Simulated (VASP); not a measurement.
## BAs: single point with r2SCAN

The system is BAs.

```
B As
1.0
     0.00000    2.41560    2.41560
     2.41560    0.00000    2.41560
     2.41560    2.41560    0.00000
B As
1 1
Cartesian
  0.0000 0.0000 0.0000
  1.2078 1.2078 1.2078
```

This cell differs from its parent crystal: volume scaled by 1.03.

```yaml
Program: VASP 6.6.1
Task: single point
Functional: r2SCAN
Potentials_or_basis: VASP PAW PBE potentials, release 64 (B, As)
Cutoff: 520 eV
k_mesh: 10 × 10 × 10
Occupations: gaussian, width 0.02 eV
Spin: no spin polarisation
```

```json
{
  "Pressure": "-3.7 GPa",
  "Band gap on the k mesh": "1.41 eV, indirect (least direct gap 3.41 eV)"
}
```

Levels at points of the mesh, in eV from the valence-band top:
| k point | band 2 | band 3 | band 4 | band 5 | band 6 | band 7 |
| --- | --- | --- | --- | --- | --- | --- |
| (0.00, 0.00, 0.00) | 0.00 | 0.00 | 0.00 | 3.41 | 3.41 | 3.41 |
| (0.50, 0.00, 0.00) | -8.99 | -1.88 | -1.88 | 2.77 | 5.02 | 5.02 |
| (0.50, 0.50, 0.00) | -8.87 | -4.16 | -4.16 | 1.65 | 1.72 | 11.83 |

Run time: 51 s on 1 thread of Intel(R) Xeon(R) Platinum 8488C (Sapphire Rapids), on a shared host, peak memory 0.16 GiB.

Caveat: the PAW data sets were made with another functional, which shifts forces and pressure a little. A k mesh can miss the band edges.
